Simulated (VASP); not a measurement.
# Mo (P6/mmm) in VASP: a series of runs, part 2 of 2

VASP 6.6.1. Earlier steps stand in the parts before.

### 3 Single point, LDA

INCAR reads:

```
ALGO = Normal
EDIFF = 1E-6
ENCUT = 520
ISIF = 2
ISMEAR = -1
LASPH = T
LCHARG = F
LREAL = F
LWAVE = F
NBANDS = 13
NELM = 80
PREC = Accurate
SIGMA = 0.1
```

KPOINTS reads:

```
k-points
0
Gamma
  8 8 7
```

POSCAR reads:

```
Mo
1.0
    2.7355100000      0.0000000000      0.0000000000
   -1.3677600000      2.3690200000      0.0000000000
    0.0000000000      0.0000000000      2.5551800000
Mo
1
Direct
    0.0000000000      0.0000000000      0.5000000000
```

Potentials or basis: VASP PAW LDA potentials, release 64 (Mo_sv).

Command:

```bash
> cat potpaw_LDA.64/Mo_sv/POTCAR > POTCAR
> mpirun -np 1 vasp_std > vasp.out
```

OUTCAR:

```text
EDIFF = 1E-6
   ENCUT = 520
   ISIF = 2
   ISMEAR = -1
   LASPH = T
   LREAL = F
   NELM = 80
   PREC = Accurate

 ion  position               nearest neighbor table
   1  0.000  0.000  0.500-

  LATTYP: Found a hexagonal cell.
 ALAT       =     2.7355100000
 C/A-ratio  =     0.9340781061

  Lattice vectors:

 A1 = (   2.7355100000,   0.0000000000,   0.0000000000)
 A2 = (  -1.3677600000,   2.3690200000,   0.0000000000)
 A3 = (   0.0000000000,   0.0000000000,   2.5551800000)

Analysis of symmetry for initial positions (statically):
=====================================================================
 Subroutine PRICEL returns:
 Original cell was already a primitive cell.

 Routine SETGRP: Setting up the symmetry group for a
 hexagonal supercell.

 Subroutine GETGRP returns: Found 24 space group operations
 (whereof 24 operations were pure point group operations)
 out of a pool of 24 trial point group operations.

The static configuration has the point symmetry D_6h.

Analysis of symmetry for dynamics (positions and initial velocities):
=====================================================================
 Subroutine PRICEL returns:
 Original cell was already a primitive cell.

 Routine SETGRP: Setting up the symmetry group for a
 hexagonal supercell.

 Subroutine GETGRP returns: Found 24 space group operations
 (whereof 24 operations were pure point group operations)
 out of a pool of 24 trial point group operations.

The dynamic configuration has the point symmetry D_6h.

 Subroutine INISYM returns: Found 24 space group operations
 (whereof 24 operations are pure point group operations),
 and found     1 'primitive' translations

----------------------------------------------------------------------------------------

                                     Primitive cell

  volume of cell :      16.5588

[... 106 lines left out ...]
     AMIX_MAG =   1.60;   BMIX_MAG =  1.00
  volume/ion in A,a.u.               =      16.56       111.74
  Fermi-wavevector in a.u.,A,eV,Ry     =   1.548013  2.925321 32.604252  2.396345
  Thomas-Fermi vector in A             =   2.653024
   LORBIT       =      0    0 simple, 1 ext, 2 COOP (PROOUT), +10 PAW based schemes
   GGA     = CA    functional components
   LHFCALC =     F    Hartree Fock is set to
   AEXX    =    0.0000 exact exchange contribution
   IVDW    =     0    specifies the selected vdW correction
   LEPSILON=     F    determine dielectric tensor
   LRPA    =     F    only Hartree local field effects (RPA)
 non-spin polarized calculation
  energy-cutoff  :      520.00
  volume of cell :       16.56
 maximum number of plane-waves:       460
   NGX = 11   NGY = 11   NGZ =  9

 number of electron      14.0000000 magnetization

 Free energy of the ion-electron system (eV)
  ---------------------------------------------------
  ext. energy  EPLUGINS =         0.00000000
  ---------------------------------------------------
  free energy    TOTEN  =       -11.22361158 eV

  energy without entropy =      -11.18340741  energy(sigma->0) =      -11.20350949

 E-fermi :  11.4734     XC(G=0): -13.1918

 val. band max:       11.4289603075   @ k =   0.3750   0.1250   0.2857
 cond. band min:      11.5443525815   @ k =   0.1250   0.0000   0.2857
 fundamental gap:      0.1153922740
 Fermi energy:        11.4734237013

 k-point     1 :       0.0000    0.0000    0.0000
  band No.  band energies     occupation
      1     -49.2677      2.00000
      2     -22.7036      2.00000
      3     -22.7035      2.00000
      4     -22.6939      2.00000
      5       4.6510      2.00000
      6       7.0740      2.00000
      7      10.5310      1.99984
      8      10.5311      1.99984
      9      15.5151      0.00000
     10      15.5151      0.00000
     11      24.4731      0.00000
     12      27.1506      0.00000
     13      31.8497      0.00000
[... 354 lines left out ...]
  band No.  band energies     occupation
      1     -48.9290      2.00000
      2     -23.7607      2.00000
      3     -23.5877      2.00000
      4     -22.8735      2.00000
      5       7.4086      2.00000
      6       7.9820      2.00000
      7      12.2471      0.00087
      8      12.2699      0.00069
      9      14.8544      0.00000
     10      15.0523      0.00000
     11      22.5486      0.00000
     12      27.6943      0.00000
     13      29.1923      0.00000

 [... further k-points ...]
[... 5 lines left out ...]
  --------------------------------------------------------------------------------------
  -------------------------------------------------------------------------------------
  Total       -0.3741825     -0.3741821     -1.7121154      0.0000008      0.0000000      0.0000000
  in kB      -36.2047477    -36.2047124   -165.6590159      0.0000764      0.0000000      0.0000000
  external PRESSURE =     -79.3561587 kB  Pullay stress =       0.0000000 kB

 VOLUME and BASIS-vectors are now :
 -----------------------------------------------------------------------------
  energy-cutoff  :      520.00
  volume of cell :       16.56
      direct lattice vectors                 reciprocal lattice vectors
     2.735510000  0.000000000  0.000000000     0.365562546  0.211058509  0.000000000
    -1.367760000  2.369020000  0.000000000     0.000000000  0.422115474  0.000000000
     0.000000000  0.000000000  2.555180000     0.000000000  0.000000000  0.391361861

 POSITION                                       TOTAL-FORCE (eV/Angst)
 -----------------------------------------------------------------------------------
      0.00000      0.00000      1.27759         0.000000      0.000000      0.000000
 -----------------------------------------------------------------------------------
    total drift:                               -0.000000      0.000000      0.000000

  FREE ENERGIE OF THE ION-ELECTRON SYSTEM (eV)
  ---------------------------------------------------
  free  energy   TOTEN  =       -11.2236115801 eV

  energy  without entropy=      -11.1834074055  energy(sigma->0) =      -11.20350949
```

OSZICAR:

```text
N       E                     dE             d eps       ncg     rms          rms(c)
DAV:   1     0.114030070182E+03    0.11403E+03   -0.88702E+03  1048   0.111E+03
DAV:   2    -0.102952207451E+02   -0.12433E+03   -0.12008E+03  1145   0.336E+02
DAV:   3    -0.117593379235E+02   -0.14641E+01   -0.14598E+01  1235   0.385E+01
DAV:   4    -0.117639983258E+02   -0.46604E-02   -0.46603E-02  1170   0.239E+00
DAV:   5    -0.117640380799E+02   -0.39754E-04   -0.39753E-04  1230   0.190E-01    0.138E+01
DAV:   6    -0.112894394135E+02    0.47460E+00   -0.60556E-01  1070   0.945E+00    0.390E+00
DAV:   7    -0.112277741908E+02    0.61665E-01   -0.10223E-01  1140   0.352E+00    0.699E-01
DAV:   8    -0.112236438403E+02    0.41304E-02   -0.41742E-03  1065   0.810E-01    0.123E-01
DAV:   9    -0.112236052721E+02    0.38568E-04   -0.11432E-04  1260   0.124E-01    0.360E-02
DAV:  10    -0.112236115553E+02   -0.62832E-05   -0.62378E-06  1095   0.228E-02    0.418E-03
DAV:  11    -0.112236115801E+02   -0.24863E-07   -0.49890E-07   635   0.844E-03
   1 F= -.11223612E+02 E0= -.11203509E+02  d E =-.402042E-01
```

stdout:

```text
POSCAR found type information on POSCAR Mo
 POSCAR found :  1 types and       1 ions
 scaLAPACK will be used
 LDA part: xc-table for (Slater(with rela. corr.)+CA(PZ))
 , standard interpolation
 POSCAR, INCAR and KPOINTS ok, starting setup
 FFT: planning ... GRIDC
 FFT: planning ... GRID_SOFT
 FFT: planning ... GRID
 WAVECAR not read
 entering main loop
```

It used 4.3 s of CPU time on 1 thread of AMD EPYC 7R13 Processor (Zen 3), on a shared host.

What came out:

```yaml
Free_energy: -11.2236 eV
Pressure: -7.9 GPa
Band_gap_on_the_k_mesh: zero (band 7 reaches 12.37 eV, above the bottom of band 8 at 10.53 eV)
```

Levels at points of the mesh, in eV from the Fermi level:
```
           k point  band 3  band 4  band 5  band 6  band 7  band 8  band 9  band 10  band 11  band 12
(0.00, 0.00, 0.00)  -34.18  -34.17   -6.82   -4.40   -0.94   -0.94    4.04     4.04    13.00    15.68
(0.50, 0.00, 0.00)  -34.50  -34.01   -4.96   -3.23    0.90    1.06    3.37     4.40    10.11    13.36
```
